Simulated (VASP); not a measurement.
# Dy2Be3O (P-62m) in VASP: further runs, part 2 of 2

VASP 6.6.1.

## 3. Single point, PBE

INCAR

```
SYSTEM = Dy2Be3O
PREC     = Accurate       ! precision mode
ENCUT    = 600            ! plane-wave cutoff, eV
EDIFF    = 1E-6           ! SCF threshold, eV
ISMEAR   = 0              ! smearing method
SIGMA    = 0.1            ! smearing width, eV
LREAL    = .FALSE.        ! projectors in reciprocal space
LASPH    = .TRUE.         ! aspherical terms in the spheres
NELM     = 200            ! most SCF steps
ALGO     = Normal         ! electronic algorithm
ISIF     = 2              ! what is computed and relaxed
LWAVE    = .FALSE.        ! write WAVECAR
LCHARG   = .FALSE.        ! write CHGCAR
GGA      = PE             ! functional
NBANDS   = 24             ! bands
GGA_COMPAT= .FALSE.      
LMAXMIX  = 6              ! l up to which the mixer works
```

KPOINTS

```
regular mesh
0
G
  12 12 8
  0 0 0
```

POSCAR

```
Dy2Be3O
1.0
    4.5032341438      0.0000000000      0.0000000000
   -2.2516170719      3.8999151677      0.0000000000
    0.0000000000      0.0000000000      5.1728384554
Dy Be O
2 3 1
Direct
    0.3333333333      0.6666666667      0.0000000000
    0.6666666667      0.3333333333      0.0000000000
    0.5657501970      0.0000000000      0.5000000000
    0.0000000000      0.5657501970      0.5000000000
    0.4342498030      0.4342498030      0.5000000000
    0.0000000000      0.0000000000      0.0000000000
```

Potentials or basis: VASP PAW PBE potentials, release 64 (Dy_3, Be, O), 4f in core.

Started as:

```bash
> cat potpaw_PBE.64/Dy_3/POTCAR potpaw_PBE.64/Be/POTCAR potpaw_PBE.64/O/POTCAR > POTCAR
> mpirun -np 1 vasp_std > vasp.out
```

OUTCAR:

```text
SYSTEM = Dy2Be3O
   PREC = Accurate
   ENCUT = 600
   EDIFF = 1E-6
   ISMEAR = 0
   LREAL = .FALSE.
   LASPH = .TRUE.
   NELM = 200
   ISIF = 2
   GGA = PE

 ion  position               nearest neighbor table
   1  0.333  0.667  0.000-   2 2.60   2 2.60   6 2.60   6 2.60   6 2.60   2 2.60   4 2.91   4 2.91
                             3 2.91   3 2.91   5 2.91   5 2.91
   2  0.667  0.333  0.000-   1 2.60   1 2.60   6 2.60   6 2.60   6 2.60   1 2.60   3 2.91   3 2.91
                             4 2.91   4 2.91   5 2.91   5 2.91
   3  0.566  0.000  0.500-   4 2.31   5 2.31   5 2.31   4 2.31   2 2.91   2 2.91   1 2.91   1 2.91

   4  0.000  0.566  0.500-   3 2.31   3 2.31   5 2.31   5 2.31   1 2.91   1 2.91   2 2.91   2 2.91

   5  0.434  0.434  0.500-   3 2.31   3 2.31   4 2.31   4 2.31   1 2.91   1 2.91   2 2.91   2 2.91

   6  0.000  0.000  0.000-   1 2.60   2 2.60   1 2.60   2 2.60   2 2.60   1 2.60

  LATTYP: Found a hexagonal cell.
 ALAT       =     4.5032341438
 C/A-ratio  =     1.1486940919

  Lattice vectors:

 A1 = (   4.5032341438,   0.0000000000,   0.0000000000)
 A2 = (  -2.2516170719,   3.8999151677,   0.0000000000)
 A3 = (   0.0000000000,   0.0000000000,   5.1728384554)

Analysis of symmetry for initial positions (statically):
=====================================================================
 Subroutine PRICEL returns:
 Original cell was already a primitive cell.

 Routine SETGRP: Setting up the symmetry group for a
 hexagonal supercell.

 Subroutine GETGRP returns: Found 12 space group operations
 (whereof 12 operations were pure point group operations)
 out of a pool of 24 trial point group operations.

The static configuration has the point symmetry D_3h.

Analysis of symmetry for dynamics (positions and initial velocities):
=====================================================================
 Subroutine PRICEL returns:
 Original cell was already a primitive cell.

 Routine SETGRP: Setting up the symmetry group for a
 hexagonal supercell.

 Subroutine GETGRP returns: Found 12 space group operations
 (whereof 12 operations were pure point group operations)
[... 134 lines left out ...]
   LORBIT       =      0    0 simple, 1 ext, 2 COOP (PROOUT), +10 PAW based schemes
   GGA     = PE    functional components
   LHFCALC =     F    Hartree Fock is set to
   AEXX    =    0.0000 exact exchange contribution
   IVDW    =     0    specifies the selected vdW correction
   LEPSILON=     F    determine dielectric tensor
   LRPA    =     F    only Hartree local field effects (RPA)
 non-spin polarized calculation
 Gauss-broadening in eV      SIGMA  =   0.10
  energy-cutoff  :      600.00
  volume of cell :       90.85
 maximum number of plane-waves:      3075
 NGX is ok and might be reduce to    36
   NGX = 17   NGY = 17   NGZ = 21

 number of electron      30.0000000 magnetization

 Free energy of the ion-electron system (eV)
  ---------------------------------------------------
  ext. energy  EPLUGINS =         0.00000000
  ---------------------------------------------------
  free energy    TOTEN  =       -23.26627864 eV

  energy without entropy =      -23.24798780  energy(sigma->0) =      -23.25713322

 E-fermi :   3.8167     XC(G=0): -10.3167

 val. band max:        3.8112770356   @ k =   0.3333   0.3333   0.0000
 cond. band min:       3.8252336524   @ k =   0.4167   0.0833   0.1250
 fundamental gap:      0.0139566168
 Fermi energy:         3.8166558597

 k-point     1 :       0.0000    0.0000    0.0000
  band No.  band energies     occupation
      1     -21.0923      2.00000
      2     -21.0923      2.00000
      3     -19.4798      2.00000
      4     -18.5095      2.00000
      5     -18.4783      2.00000
      6     -18.4783      2.00000
[... 637 lines left out ...]
     23       9.0662      0.00000
     24       9.9497      0.00000

 [... further k-points ...]

------------------------ aborting loop because EDIFF is reached ----------------------------------------

  FORCE on cell =-STRESS in cart. coord.  units (eV):
  Direction    XX          YY          ZZ          XY          YZ          ZX
  --------------------------------------------------------------------------------------
  -------------------------------------------------------------------------------------
  Total        0.3825596      0.3825596      0.1526675      0.0000000      0.0000000      0.0000000
  in kB        6.7468510      6.7468510      2.6924561      0.0000000      0.0000000      0.0000000
  external PRESSURE =       5.3953860 kB  Pullay stress =       0.0000000 kB

 VOLUME and BASIS-vectors are now :
 -----------------------------------------------------------------------------
  energy-cutoff  :      600.00
  volume of cell :       90.85
      direct lattice vectors                 reciprocal lattice vectors
     4.503234144  0.000000000  0.000000000     0.222062626  0.128207917  0.000000000
    -2.251617072  3.899915168  0.000000000     0.000000000  0.256415834  0.000000000
     0.000000000  0.000000000  5.172838455     0.000000000  0.000000000  0.193317462

 POSITION                                       TOTAL-FORCE (eV/Angst)
 -----------------------------------------------------------------------------------
     -0.00000      2.59994      0.00000        -0.000000      0.000000      0.000000
      2.25162      1.29997      0.00000         0.000000     -0.000000      0.000000
      2.54771      0.00000      2.58642         0.002898      0.000000     -0.000000
     -1.27385      2.20638      2.58642        -0.001449      0.002509      0.000000
      0.97776      1.69354      2.58642        -0.001449     -0.002509     -0.000000
      0.00000      0.00000      0.00000         0.000000     -0.000000      0.000000
 -----------------------------------------------------------------------------------
    total drift:                                0.000000      0.000000      0.000000

  FREE ENERGIE OF THE ION-ELECTRON SYSTEM (eV)
  ---------------------------------------------------
  free  energy   TOTEN  =       -23.2662786379 eV

  energy  without entropy=      -23.2479877989  energy(sigma->0) =      -23.25713322
```

It took 3.5 min on 1 thread of Intel Xeon Platinum 8559C (Emerald Rapids), shared host; peak memory 0.39 GiB.

Results:

* Free energy: -23.2663 eV
* Pressure: 0.5 GPa
* Band gap on the k mesh: zero (bands 15 and 16 overlap by 0.89 eV)

Forces on the atoms (eV/Å):
```
Dy   0.000  0.000  0.000
Dy   0.000  0.000  0.000
Be   0.003  0.000  0.000
Be  -0.001  0.003  0.000
Be  -0.001 -0.003  0.000
O    0.000  0.000  0.000
```

Caveat: spin-orbit coupling is left out, which moves the levels of the heavy elements; the 4f electrons are frozen in the core, so they carry no moment and show no levels; the run has no spin polarisation, though such a crystal can be magnetic. Spin polarisation is off, so any magnetic state and its effect on volume and gap are missing.

## 4. Relaxation of cell and atoms, PBE

INCAR

```
SYSTEM = Dy2Be3O
  PREC = Accurate
  ENCUT = 600
  EDIFF = 1E-7
  ISMEAR = 0
  SIGMA = 0.1
  LREAL = .False.
  LASPH = .True.
  NELM = 200
  ALGO = Normal
  ISIF = 3
  LWAVE = .False.
  LCHARG = .False.
  GGA = PE
  IBRION = 2
  NSW = 100
  EDIFFG = -0.01
  GGA_COMPAT = .False.
  NELMIN = 4
  LMAXMIX = 6
```

KPOINTS

```
Automatic mesh
0
Gamma
  12 12 8
  0 0 0
```

POSCAR

```
Dy2Be3O
1.0
    4.4998517126      0.0000000000      0.0000000000
   -2.2499258563      3.8969858964      0.0000000000
    0.0000000000      0.0000000000      5.1894742523
Dy Be O
2 3 1
Direct
    0.3333333333      0.6666666667      0.0000000000
    0.6666666667      0.3333333333      0.0000000000
    0.5665569067      0.0000000000      0.5000000000
    0.0000000000      0.5665569067      0.5000000000
    0.4334430933      0.4334430933      0.5000000000
    0.0000000000      0.0000000000      0.0000000000
```

Started as:

```bash
> cat potpaw_PBE.64/Dy_3/POTCAR potpaw_PBE.64/Be/POTCAR potpaw_PBE.64/O/POTCAR > POTCAR
> mpirun -np 1 vasp_std > vasp.out
```

It took 13 min on 1 thread of Intel Xeon Platinum 8559C (Emerald Rapids), shared host; peak memory 0.38 GiB.

The run converged. Its results:

| Quantity | Value |
| --- | --- |
| Free energy | -23.2678 eV |
| Relaxed volume | 15.25 Å³/atom |
| Relaxed cell | a = 4.519 Å, b = 4.519 Å, c = 5.174 Å, α = 90.00°, β = 90.00°, γ = 120.00° |
| Space group after relaxing (to 0.1 Å) | P-62m (No. 189) |
| Energy gained by relaxing | 0.3 meV/atom |
| Ionic steps | 11 |
| Pressure after relaxing | 0.0 GPa |
| Largest force after relaxing | 0.008 eV/Å |
| Band gap on the k mesh | zero (bands 15 and 16 overlap by 0.89 eV) |

Forces on the atoms (eV/Å):
```
Dy   0.000  0.000  0.000
Dy   0.000  0.000  0.000
Be  -0.008  0.000  0.000
Be   0.004 -0.007  0.000
Be   0.004  0.007  0.000
O    0.000  0.000  0.000
```

Step by step:
```tsv
step	energy change (eV)	largest force (eV/Å)	pressure (GPa)	volume (Å³)
1	0.0000	0.0010	0.39	91.00
2	-0.0015	0.0119	-0.02	91.49
3	-0.0015	0.0144	-0.11	91.59
4	-0.0016	0.0132	-0.03	91.50
5	-0.0016	0.0126	0.00	91.45
6	-0.0016	0.0125	0.01	91.44
7	-0.0016	0.0124	0.02	91.43
8	-0.0016	0.0125	0.02	91.44
9	-0.0017	0.0120	0.01	91.45
10	-0.0018	0.0105	0.02	91.47
11	-0.0019	0.0078	0.02	91.52
```

Final structure:
```
CELL_PARAMETERS angstrom
4.51911 0.00000 0.00000
-2.25956 3.91367 0.00000
0.00000 0.00000 5.17448
ATOMIC_POSITIONS crystal
Dy 0.33333 0.66667 0.00000
Dy 0.66667 0.33333 0.00000
Be 0.56441 0.00000 0.50000
Be 0.00000 0.56441 0.50000
Be 0.43559 0.43559 0.50000
O 0.00000 0.00000 0.00000
```

Levels at points of the mesh, in eV from the Fermi level:
```
           k point  band 13  band 14  band 15  band 16  band 17  band 18
(0.00, 0.00, 0.00)    -0.25    -0.25     0.41     0.90     1.33     1.33
(0.50, 0.00, 0.00)    -1.08    -0.99    -0.03     0.17     0.45     0.87
(0.00, 0.00, 0.50)    -0.99    -0.66    -0.66     0.86     0.86     1.10
(0.50, 0.00, 0.50)    -1.83    -1.18    -0.51     0.14     0.22     1.62
```

Caveat: spin-orbit coupling is left out, which moves the levels of the heavy elements; the 4f electrons are frozen in the core, so they carry no moment and show no levels; the run has no spin polarisation, though such a crystal can be magnetic. Spin polarisation is off, so any magnetic state and its effect on volume and gap are missing.

## 5. The runs side by side

```tsv
task	cell	k mesh	gap on the mesh (eV)	pressure (GPa)	largest force (eV/Å)
single point	a = 4.500, b = 4.500, c = 5.189 Å, angles 90.0, 90.0, 120.0°, 6 atoms, atomic positions A	6 × 6 × 4	none	0.6	0.01
single point	a = 4.503, b = 4.503, c = 5.173 Å, angles 90.0, 90.0, 120.0°, 6 atoms, atomic positions B	12 × 12 × 8	none	0.5	-
relaxation of cell and atoms	relaxed from a = 4.500, b = 4.500, c = 5.189 Å, angles 90.0, 90.0, 120.0°, 6 atoms, atomic positions A	12 × 12 × 8	none	0.0	0.01
```

Alike in all rows: level PBE; potentials or basis VASP PAW PBE potentials, release 64 (Dy_3, Be, O), 4f in core; no spin polarisation; cutoff (eV) 600; smearing gaussian 0.1 eV.

Caveats: spin-orbit coupling is left out, which moves the levels of the heavy elements; the 4f electrons are frozen in the core, so they carry no moment and show no levels; the run has no spin polarisation, though such a crystal can be magnetic.

Absolute energies hang on the potentials; compare differences alone.

The gap in the log of VASP goes by the Fermi energy; the results here count the filled bands.